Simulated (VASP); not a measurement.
**SiNi2: single point with PBE+U**

Crystal: SiNi2.

```
Ni Si
1.0
     4.99000    0.00000    0.00000
     0.00000    3.72000    0.00000
     0.00000    0.00000    7.03000
Ni Si
8 4
Direct
  0.32500 0.75000 0.93700
  0.67500 0.25000 0.06300
  0.17500 0.25000 0.43700
  0.82500 0.75000 0.56300
  0.45800 0.75000 0.29700
  0.54200 0.25000 0.70300
  0.04200 0.25000 0.79700
  0.95800 0.75000 0.20300
  0.78600 0.75000 0.88600
  0.21400 0.25000 0.11400
  0.71400 0.25000 0.38600
  0.28600 0.75000 0.61400
```

* Program: VASP 6.6.1
* Task: single point
* Functional: PBE
* Potentials or basis: VASP PAW PBE potentials, release 64 (Ni, Si)
* Cutoff: 520 eV
* k mesh: 4 × 6 × 3
* Occupations: fermi-dirac, width 0.05 eV
* Spin: no spin polarisation
* Hubbard terms: Ni d U = 5.0 eV
* Dipole correction: no
* Further INCAR settings: ALGO = Fast; EDIFF = 1e-06; NBANDS = 60

```
Pressure               : -8.4 GPa
Largest force          : 0.265 eV/Å
Band gap on the k mesh : zero (band 48 reaches 11.91 eV, above the bottom of band 49 at 10.23 eV)
```

Forces in eV/Å, atoms in the order of the input:
```
Ni   0.203  0.000  0.170
Ni  -0.203  0.000 -0.170
Ni  -0.203  0.000  0.170
Ni   0.203  0.000 -0.170
Ni   0.087  0.000 -0.039
Ni  -0.087  0.000  0.039
Ni  -0.087  0.000 -0.039
Ni   0.087  0.000  0.039
Si  -0.059  0.000  0.103
Si   0.059  0.000 -0.103
Si   0.059  0.000  0.103
Si  -0.059  0.000 -0.103
```

Stress tensor (GPa, compression positive):
```
-8.72  0.00  0.00
 0.00 -8.92  0.00
 0.00  0.00 -7.66
```

Levels at points of the mesh, in eV from the Fermi level:
```tsv
k point	band 45	band 46	band 47	band 48	band 49	band 50	band 51	band 52
(0.00, 0.00, 0.00)	-1.24	-1.18	-0.86	-0.43	0.79	1.00	2.37	2.50
(0.50, 0.00, 0.00)	-1.19	-1.19	1.46	1.46	2.22	2.22	2.95	2.95
(0.00, 0.50, 0.00)	-1.26	-1.26	-1.22	-1.22	0.75	0.75	1.58	1.58
(0.50, 0.50, 0.00)	-0.95	-0.95	-0.95	-0.95	-0.02	-0.02	-0.02	-0.02
```

Eigenvalues of the final occupation matrices:
```csv
site,spin,trace,eigenvalues
site 1 d,1,4.39,0.86 0.87 0.88 0.88 0.90
site 1 d,2,4.39,0.86 0.87 0.88 0.88 0.90
site 2 d,1,4.39,0.86 0.87 0.88 0.88 0.90
site 2 d,2,4.39,0.86 0.87 0.88 0.88 0.90
site 3 d,1,4.39,0.86 0.87 0.88 0.88 0.90
site 3 d,2,4.39,0.86 0.87 0.88 0.88 0.90
site 4 d,1,4.39,0.86 0.87 0.88 0.88 0.90
site 4 d,2,4.39,0.86 0.87 0.88 0.88 0.90
site 5 d,1,4.38,0.84 0.87 0.88 0.88 0.91
site 5 d,2,4.38,0.84 0.87 0.88 0.88 0.91
site 6 d,1,4.38,0.84 0.87 0.88 0.88 0.91
site 6 d,2,4.38,0.84 0.87 0.88 0.88 0.91
```

Wall time 2.6 min on 1 thread of AMD EPYC 7R13 Processor (Zen 3) (shared host), peak memory 0.28 GiB.

Caveat: U without spin polarisation on a metal has little footing; the U is typed as a test and isn't derived for this compound. Spin polarisation is off, so any magnetic state and its effect on volume and gap are missing.
